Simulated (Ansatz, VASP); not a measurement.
Two plane-wave programs on ZnS

```
Zn S
1.0
     3.84556    0.00000    0.00000
    -1.92278    3.33035    0.00000
     0.00000    0.00000    6.30372
Zn S
2 2
Direct
  0.27256 0.64706 0.00520
  0.72744 0.35294 0.50520
  0.38244 0.68251 0.37980
  0.61756 0.31749 0.87980
```

Change from the starting cell: mode 4 frozen in at -0.196 Å and mode 5 at -0.065 Å (largest displacements).

Alike in both runs: task single point; functional PBE; k mesh 9 × 9 × 4; occupations gaussian, width 0.05 eV; no spin polarisation.

|  | VASP | Ansatz |
| --- | --- | --- |
| version | VASP 6.6.1 | Ansatz 0.2.0 |
| potentials or method | VASP PAW PBE potentials, release 64 (Zn, S), cutoff 520 eV | scalar-relativistic, plane waves, PAW |
| valence electrons in the cell | 36 | 36 |

VASP gave:

- gap on the k mesh at the Fermi level (eV): 1.96
- least direct gap on the mesh (eV): 1.96
- pressure (GPa): -0.2
- traceless stress, the component that is largest in VASP (GPa): -0.44
- rms of the force components (eV/Å): 0.131

What did Ansatz give for the same quantities?

gap on the k mesh at the Fermi level (eV): 1.96; least direct gap on the mesh (eV): 1.96; pressure (GPa): -0.3; traceless stress, the component that is largest in VASP (GPa): -0.44; rms of the force components (eV/Å): 0.131.

Atom by atom the forces differ by 0.002 eV/Å (rms over components). The functional is the same, so the differences come from potentials, cutoffs and numerics.
